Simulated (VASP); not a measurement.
# GaN (rocksalt type) (Fm-3m) in VASP: notebook

GaN (rocksalt type) is run at these levels: PBE; tasks: single point, relaxation of cell and atoms.

Program: VASP 6.6.1. These are calculated values, not measurements. Logs are shortened: lines on timing, memory, paths and dates and some standing lists are left out, and cuts for length are marked.

## 1. The cell of the first run

It takes space group Fm-3m (No. 225, cubic). The conventional cell has a = 4.268 Å, b = 4.268 Å, c = 4.268 Å, α = 90.00°, β = 90.00°, γ = 90.00°. Within 2.8 Å of Ga (site symmetry m-3m) lie 6 N at 2.13 Å. N (site symmetry m-3m) has 6 Ga at 2.13 Å within 2.8 Å.

## 2. Single point, PBE

The input, INCAR:

```
PREC = Accurate
ENCUT = 520
EDIFF = 1E-6
ISMEAR = -1
SIGMA = 0.05
LREAL = F
LASPH = T
NELM = 60
ALGO = Normal
ISIF = 2
LWAVE = F
LCHARG = T
GGA = PE
LELF = T
LVHAR = T
NBANDS = 16
```

The input, KPOINTS:

```
Automatic mesh
0
Gamma
  15 15 15
```

The input, POSCAR:

```
GaN
1.0
    0.0000000000      2.1341334891      2.1341334891
    2.1341334891      0.0000000000      2.1341334891
    2.1341334891      2.1341334891      0.0000000000
Ga N
1 1
Direct
    0.0000000000      0.0000000000      0.0000000000
    0.5000000000      0.5000000000      0.5000000000
```

Potentials or basis: VASP PAW PBE potentials, release 64 (Ga_d, N).

On the command line:

```
$ cat potpaw_PBE.64/Ga_d/POTCAR potpaw_PBE.64/N/POTCAR > POTCAR
$ mpirun -np 1 vasp_std > vasp.out
```

OUTCAR:

```text
PREC = Accurate
   ENCUT = 520
   EDIFF = 1E-6
   ISMEAR = -1
   LREAL = F
   LASPH = T
   NELM = 60
   ISIF = 2
   GGA = PE

 ion  position               nearest neighbor table
   1  0.000  0.000  0.000-   2 2.13   2 2.13   2 2.13   2 2.13   2 2.13   2 2.13
   2  0.500  0.500  0.500-   1 2.13   1 2.13   1 2.13   1 2.13   1 2.13   1 2.13

  LATTYP: Found a face centered cubic cell.
 ALAT       =     4.2682669782

  Lattice vectors:

 A1 = (   0.0000000000,   2.1341334891,   2.1341334891)
 A2 = (   2.1341334891,   0.0000000000,   2.1341334891)
 A3 = (   2.1341334891,   2.1341334891,   0.0000000000)

Analysis of symmetry for initial positions (statically):
=====================================================================
 Subroutine PRICEL returns:
 Original cell was already a primitive cell.

 Routine SETGRP: Setting up the symmetry group for a
 face centered cubic supercell.

 Subroutine GETGRP returns: Found 48 space group operations
 (whereof 48 operations were pure point group operations)
 out of a pool of 48 trial point group operations.

The static configuration has the point symmetry O_h .

Analysis of symmetry for dynamics (positions and initial velocities):
=====================================================================
 Subroutine PRICEL returns:
 Original cell was already a primitive cell.

 Routine SETGRP: Setting up the symmetry group for a
 face centered cubic supercell.

 Subroutine GETGRP returns: Found 48 space group operations
 (whereof 48 operations were pure point group operations)
 out of a pool of 48 trial point group operations.

The dynamic configuration has the point symmetry O_h .

 Subroutine INISYM returns: Found 48 space group operations
 (whereof 48 operations are pure point group operations),
 and found     1 'primitive' translations

----------------------------------------------------------------------------------------

                                     Primitive cell

  volume of cell :      19.4399

  direct lattice vectors                    reciprocal lattice vectors
     0.000000000  2.134133489  2.134133489    -0.234287125  0.234287125  0.234287125
     2.134133489  0.000000000  2.134133489     0.234287125 -0.234287125  0.234287125
     2.134133489  2.134133489  0.000000000     0.234287125  0.234287125 -0.234287125

  length of vectors
     3.018120524  3.018120524  3.018120524     0.405797204  0.405797204  0.405797204

  position of ions in fractional coordinates (direct lattice)
     0.000000000  0.000000000  0.000000000
     0.500000000  0.500000000  0.500000000

  ion indices of the primitive-cell ions
   primitive index   ion index
                 1           1
                 2           2

----------------------------------------------------------------------------------------

 KPOINTS: Automatic mesh

Automatic generation of k-mesh.
 Grid dimensions read from file:
 generate k-points for:   15   15   15

 Generating k-lattice:

  Cartesian coordinates                     Fractional coordinates (reciprocal lattice)
    -0.015619142  0.015619142  0.015619142     0.066666667  0.000000000  0.000000000
     0.015619142 -0.015619142  0.015619142     0.000000000  0.066666667  0.000000000
     0.015619142  0.015619142 -0.015619142     0.000000000  0.000000000  0.066666667

  Length of vectors
     0.027053147  0.027053147  0.027053147

  Shift w.r.t. Gamma in fractional coordinates (k-lattice)
     0.000000000  0.000000000  0.000000000

 Subroutine IBZKPT returns following result:
 ===========================================

 Found    120 irreducible k-points:

 Following reciprocal coordinates:
            Coordinates               Weight
  0.000000  0.000000  0.000000      1.000000
  0.066667  0.000000  0.000000      8.000000
  0.133333  0.000000  0.000000      8.000000
  0.200000  0.000000  0.000000      8.000000
  0.266667  0.000000  0.000000      8.000000
  0.333333  0.000000  0.000000      8.000000
[... 16 lines left out ...]
  0.133333  0.133333  0.000000      6.000000
  0.200000  0.133333  0.000000     24.000000
 [... further k-points ...]
   k-points           NKPTS =    120   k-points in BZ     NKDIM =    120   number of bands    NBANDS=     16
   number of dos      NEDOS =    301   number of ions     NIONS =      2
   total plane-waves  NPLWV =  13824
   dimension x,y,z NGX =    24 NGY =   24 NGZ =   24
   dimension x,y,z NGXF=    48 NGYF=   48 NGZF=   48
   ions per type =               1   1
   NGX,Y,Z   is equivalent  to a cutoff of  13.22, 13.22, 13.22 a.u.
   NGXF,Y,Z  is equivalent  to a cutoff of  26.44, 26.44, 26.44 a.u.
 SYSTEM =  unknown system
   PREC   = accura    normal or accurate (medium, high low for compatibility)
   ISTART =      0    job   : 0-new  1-cont  2-samecut
   ICHARG =      2    charge: 1-file 2-atom 10-const
   ISPIN  =      1    spin polarized calculation?
   LNONCOLLINEAR =      F non collinear calculations
   LSORBIT =      F    spin-orbit coupling
   LASPH  =      T    aspherical Exc in radial PAW
   ENCUT  =  520.0 eV  38.22 Ry    6.18 a.u.   5.61  5.61  5.61*2*pi/ulx,y,z
   NELM   =     60;   NELMIN=  2; NELMDL= -5     # of ELM steps
   EDIFF  = 0.1E-05   stopping-criterion for ELM
   LREAL  =      F    real-space projection
   EDIFFG = 0.1E-04   stopping-criterion for IOM
   NSW    =      0    number of steps for IOM
   IBRION =     -1    ionic relax: 0-MD 1-quasi-New 2-CG
   NFREE  =      0    steps in history (QN), initial steepest desc. (CG)
   ISIF   =      2    stress and relaxation
   ISYM   =      2    0-nonsym 1-usesym 2-fastsym
   POTIM  = 0.5000    time-step for ionic-motion
   TEBEG  =    0.0;   TEEND  =   0.0 temperature during run
   PSTRESS=    0.0 pullay stress
   NELECT =      18.0000    total number of electrons
   NUPDOWN=      -1.0000    fix difference up-down
   EMIN   =  10.00;   EMAX   =-10.00  energy-range for DOS
   EFERMI =   0.00;   METHOD = LEGACY
   ISMEAR =    -1;   SIGMA  =   0.05  broadening in eV -4-tet -1-fermi 0-gaus
   EFERMI_NEDOS =   21; number of points for ismear=-14 and -15
   IALGO  =     38    algorithm
   IMIX   =      4    mixing-type and parameters
     AMIX     =   0.40;   BMIX     =  1.00
     AMIX_MAG =   1.60;   BMIX_MAG =  1.00
  volume/ion in A,a.u.               =       9.72        65.59
  Fermi-wavevector in a.u.,A,eV,Ry     =   1.595637  3.015317 34.641213  2.546057
  Thomas-Fermi vector in A             =   2.693525
   LORBIT       =      0    0 simple, 1 ext, 2 COOP (PROOUT), +10 PAW based schemes
   GGA     = PE    functional components
   LHFCALC =     F    Hartree Fock is set to
   AEXX    =    0.0000 exact exchange contribution
   IVDW    =     0    specifies the selected vdW correction
   LEPSILON=     F    determine dielectric tensor
   LRPA    =     F    only Hartree local field effects (RPA)
 non-spin polarized calculation
  energy-cutoff  :      520.00
  volume of cell :       19.44
 maximum number of plane-waves:       534
   NGX = 11   NGY = 11   NGZ = 11

 number of electron      18.0000005 magnetization

 Free energy of the ion-electron system (eV)
  ---------------------------------------------------
  ext. energy  EPLUGINS =         0.00000000
  ---------------------------------------------------
  free energy    TOTEN  =       -11.20668348 eV

  energy without entropy =      -11.20663184  energy(sigma->0) =      -11.20665766

 E-fermi :   7.8369     XC(G=0): -12.9131

 val. band max:        7.5332565451   @ k =  -0.2000   0.1333   0.0000
 cond. band min:       8.0251640790   @ k =   0.4667   0.4667   0.0000
 fundamental gap:      0.4919075339
 Fermi energy:         7.8368683946

 k-point     1 :       0.0000    0.0000    0.0000
  band No.  band energies     occupation
      1      -9.4776      2.00000
      2      -6.4659      2.00000
      3      -6.4659      2.00000
      4      -6.4659      2.00000
      5      -6.3784      2.00000
      6      -6.3784      2.00000
[... 8 lines left out ...]
     15      22.9384      0.00000
     16      22.9384      0.00000

 k-point     2 :       0.0667    0.0000    0.0000
  band No.  band energies     occupation
      1      -9.3934      2.00000
      2      -6.4689      2.00000
      3      -6.4610      2.00000
      4      -6.4610      2.00000
      5      -6.3844      2.00000
      6      -6.3844      2.00000
[... 8 lines left out ...]
     15      23.0368      0.00000
     16      23.0506      0.00000

 k-point     3 :       0.1333    0.0000    0.0000
  band No.  band energies     occupation
      1      -9.1443      2.00000
      2      -6.4773      2.00000
      3      -6.4563      2.00000
      4      -6.4563      2.00000
      5      -6.3919      2.00000
      6      -6.3919      2.00000
[... 8 lines left out ...]
     15      23.5020      0.00000
     16      23.5021      0.00000

 k-point     4 :       0.2000    0.0000    0.0000
  band No.  band energies     occupation
      1      -8.7429      2.00000
      2      -6.4893      2.00000
      3      -6.4773      2.00000
      4      -6.4773      2.00000
      5      -6.3748      2.00000
      6      -6.3748      2.00000
[... 8 lines left out ...]
     15      24.3199      0.00000
     16      24.3199      0.00000
[... 324 lines left out ...]
 k-point    22 :      -0.0667    0.0667    0.0000
  band No.  band energies     occupation
      1      -9.2551      2.00000
      2      -6.4748      2.00000
      3      -6.4552      2.00000
      4      -6.4530      2.00000
      5      -6.4073      2.00000
      6      -6.3759      2.00000
[... 8 lines left out ...]
     15      23.4412      0.00000
     16      24.1259      0.00000

 k-point    23 :       0.1333    0.1333    0.0000
  band No.  band energies     occupation
      1      -9.0506      2.00000
      2      -6.4932      2.00000
      3      -6.4377      2.00000
      4      -6.4309      2.00000
      5      -6.4309      2.00000
      6      -6.3615      2.00000
[... 8 lines left out ...]
     15      26.1378      0.00000
     16      26.1378      0.00000

 k-point    24 :       0.2000    0.1333    0.0000
  band No.  band energies     occupation
      1      -8.7815      2.00000
      2      -6.5055      2.00000
      3      -6.4593      2.00000
      4      -6.4220      2.00000
      5      -6.3959      2.00000
      6      -6.3490      2.00000
[... 8 lines left out ...]
     15      26.4969      0.00000
     16      26.8954      0.00000

 [... further k-points ...]

------------------------ aborting loop because EDIFF is reached ----------------------------------------

  FORCE on cell =-STRESS in cart. coord.  units (eV):
  Direction    XX          YY          ZZ          XY          YZ          ZX
  --------------------------------------------------------------------------------------
  -------------------------------------------------------------------------------------
  Total        0.0925747      0.0925747      0.0925747     -0.0000000      0.0000000      0.0000000
  in kB        7.6297116      7.6297116      7.6297116     -0.0000000      0.0000000      0.0000000
  external PRESSURE =       7.6297116 kB  Pullay stress =       0.0000000 kB

 VOLUME and BASIS-vectors are now :
 -----------------------------------------------------------------------------
  energy-cutoff  :      520.00
  volume of cell :       19.44
      direct lattice vectors                 reciprocal lattice vectors
     0.000000000  2.134133489  2.134133489    -0.234287125  0.234287125  0.234287125
     2.134133489  0.000000000  2.134133489     0.234287125 -0.234287125  0.234287125
     2.134133489  2.134133489  0.000000000     0.234287125  0.234287125 -0.234287125

 POSITION                                       TOTAL-FORCE (eV/Angst)
 -----------------------------------------------------------------------------------
      0.00000      0.00000      0.00000        -0.000000     -0.000000      0.000000
      2.13413      2.13413      2.13413         0.000000      0.000000     -0.000000
 -----------------------------------------------------------------------------------
    total drift:                                0.000000     -0.000000     -0.000000

  FREE ENERGIE OF THE ION-ELECTRON SYSTEM (eV)
  ---------------------------------------------------
  free  energy   TOTEN  =       -11.2066834825 eV

  energy  without entropy=      -11.2066318419  energy(sigma->0) =      -11.20665766
```

It took 42 s on 1 thread of Intel Xeon 8259CL, shared host; peak memory 0.16 GiB.

What came out:

- Free energy: -11.2067 eV
- Pressure: 0.8 GPa
- Band gap on the k mesh: 0.49 eV (least direct gap 2.38 eV)

Caveat: an odd mesh through Γ misses points on the zone boundary, where band edges can lie.

## 3. Single point, PBE

The input, INCAR:

```
SYSTEM = GaN
  ALGO = Normal
  EDIFF = 1E-7
  ENCUT = 520
  GGA = PE
  ISIF = 2
  ISMEAR = -1
  LASPH = .TRUE.
  LCHARG = .FALSE.
  LREAL = .FALSE.
  LWAVE = .FALSE.
  NBANDS = 16
  NELM = 80
  PREC = Accurate
  SIGMA = 0.05
```

The input, KPOINTS:

```
k-points
0
G
  16 16 16
  0 0 0
```

POSCAR is that of step 2.

Potentials or basis: VASP PAW PBE potentials, release 64 (Ga_d, N).

On the command line:

```
$ cat potpaw_PBE.64/Ga_d/POTCAR potpaw_PBE.64/N/POTCAR > POTCAR
$ mpirun -np 1 vasp_std > vasp.out
```

It took 55 s on 1 thread of Intel Xeon 8259CL, shared host; peak memory 0.17 GiB.

The run converged. Its results:

```
Free energy            : -11.2067 eV
Pressure               : 0.8 GPa
Band gap on the k mesh : 0.41 eV (least direct gap 2.38 eV)
```

Levels at points of the mesh, in eV from the valence-band top:
| k point | band 7 | band 8 | band 9 | band 10 | band 11 | band 12 |
| --- | --- | --- | --- | --- | --- | --- |
| (0.00, 0.00, 0.00) | -0.48 | -0.48 | -0.48 | 1.90 | 14.55 | 14.55 |
| (0.50, 0.00, 0.00) | -8.10 | -0.17 | -0.17 | 4.57 | 8.93 | 8.93 |
| (0.50, 0.50, 0.00) | -6.90 | -2.93 | -2.93 | 0.41 | 7.80 | 11.63 |

## 4. Relaxation of cell and atoms, PBE, target pressure -0.0031 GPa, at which the enthalpy is minimised

The input, INCAR:

```
ALGO = Normal ; EDIFF = 1E-6
EDIFFG = -0.005 ; ENCUT = 600
GGA = PE ; IBRION = 2
ISIF = 3 ; ISMEAR = -1
LASPH = T ; LCHARG = F
LREAL = F ; LWAVE = F
NELM = 100 ; NSW = 60
PREC = Accurate ; PSTRESS = -0.031
SIGMA = 0.05
```

The input, KPOINTS:

```
k-points
0
Gamma
  15 15 15
```

POSCAR is that of step 3.

On the command line:

```
$ cat potpaw_PBE.64/Ga_d/POTCAR potpaw_PBE.64/N/POTCAR > POTCAR
$ mpirun -np 1 vasp_std > vasp.out
```

It took 71 s on 1 thread of Intel Xeon 8259CL, shared host; peak memory 0.17 GiB.

It converged, with:

```yaml
Free_energy: -11.2085 eV
Relaxed_volume: 9.75 Å³/atom
Relaxed_cell: a = 3.021 Å, b = 3.021 Å, c = 3.021 Å, α = 60.00°, β = 60.00°, γ = 60.00°
Space_group_after_relaxing_to_0.1_Å: Fm-3m (No. 225)
Energy_change_on_relaxing_the_run_minimises_the_enthalpy: -0.0 meV/atom
Ionic_steps: 3
Pressure_after_relaxing: 0.1 GPa
Band_gap_on_the_k_mesh: 0.47 eV (least direct gap 2.35 eV)
```

Final structure:
```yaml
crystal:
  lattice:
    - [0.00000, 2.13617, 2.13617]
    - [2.13617, 0.00000, 2.13617]
    - [2.13617, 2.13617, 0.00000]
  atoms:
    - { symbol: Ga, position: [0.00000, 0.00000, 0.00000] }
    - { symbol: N, position: [0.50000, 0.50000, 0.50000] }
```

Levels at points of the mesh, in eV from the valence-band top:
| k point | band 5 | band 6 | band 7 | band 8 | band 9 | band 10 | band 11 | band 12 | band 13 |
| --- | --- | --- | --- | --- | --- | --- | --- | --- | --- |
| (0.00, 0.00, 0.00) | -13.91 | -13.91 | -0.48 | -0.48 | -0.48 | 1.87 | 14.54 | 14.54 | 14.54 |

Caveat: the cell is relaxed towards a set pressure, so the run minimises the enthalpy, not the energy; an odd mesh through Γ misses points on the zone boundary, where band edges can lie.

## 5. The runs side by side

```csv
task,cell,k mesh,cutoff (eV),gap on the mesh (eV),pressure (GPa)
single point,"a = 3.018 Å, angles 60.0°, 2 atoms",15 × 15 × 15,520,0.49,0.8
single point,"a = 3.018 Å, angles 60.0°, 2 atoms",16 × 16 × 16,520,0.41,0.8
relaxation of cell and atoms,"relaxed to -0.0031 GPa from a = 3.018 Å, angles 60.0°, 2 atoms",15 × 15 × 15,600,0.47,0.1
```

Alike in all rows: level PBE; potentials or basis VASP PAW PBE potentials, release 64 (Ga_d, N); no spin polarisation; smearing fermi-dirac 0.05 eV.

Caveats: an odd mesh through Γ misses points on the zone boundary, where band edges can lie (at least some runs); the cell is relaxed towards a set pressure, so the run minimises the enthalpy, not the energy (at least some runs).

Absolute energies hang on the potentials; compare differences alone.
